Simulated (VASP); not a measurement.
Input of a VASP 6.6.1 run:

INCAR

```
SYSTEM = GaN
PREC     = Accurate       ! precision mode
ENCUT    = 600            ! plane-wave cutoff, eV
EDIFF    = 1E-6           ! SCF threshold, eV
ISMEAR   = 0              ! smearing method
SIGMA    = 0.01           ! smearing width, eV
LREAL    = .False.        ! projectors in reciprocal space
LASPH    = .True.         ! aspherical terms in the spheres
NELM     = 120            ! most SCF steps
ALGO     = Normal         ! electronic algorithm
ISIF     = 2              ! what is computed and relaxed
LWAVE    = .False.        ! write WAVECAR
LCHARG   = .False.        ! write CHGCAR
GGA      = PE             ! functional
NBANDS   = 16             ! bands
GGA_COMPAT= .False.
```

Contents of KPOINTS:

```
Automatic mesh
0
Gamma
  8 8 8
  0 0 0
```

Contents of POSCAR:

```
GaN
1.0
    0.0000000000      2.2535006100      2.2535006100
    2.2535006100      0.0000000000      2.2535006100
    2.2535006100      2.2535006100      0.0000000000
Ga N
1 1
Direct
    0.0000000000      0.0000000000      0.0000000000
    0.7500000000      0.7500000000      0.7500000000
```

Potentials or basis: VASP PAW PBE potentials, release 64 (Ga_d, N).

Run with:

```bash
$ cat potpaw_PBE.64/Ga_d/POTCAR potpaw_PBE.64/N/POTCAR > POTCAR
$ mpirun -np 1 vasp_std > vasp.out
```

Q: Estimate the pressure.

A: 4.9 GPa.

Q: Estimate the band gap on the k mesh.

A: 1.72 eV, direct.

PBE gaps usually lie below the measured ones, often by a third to a half.
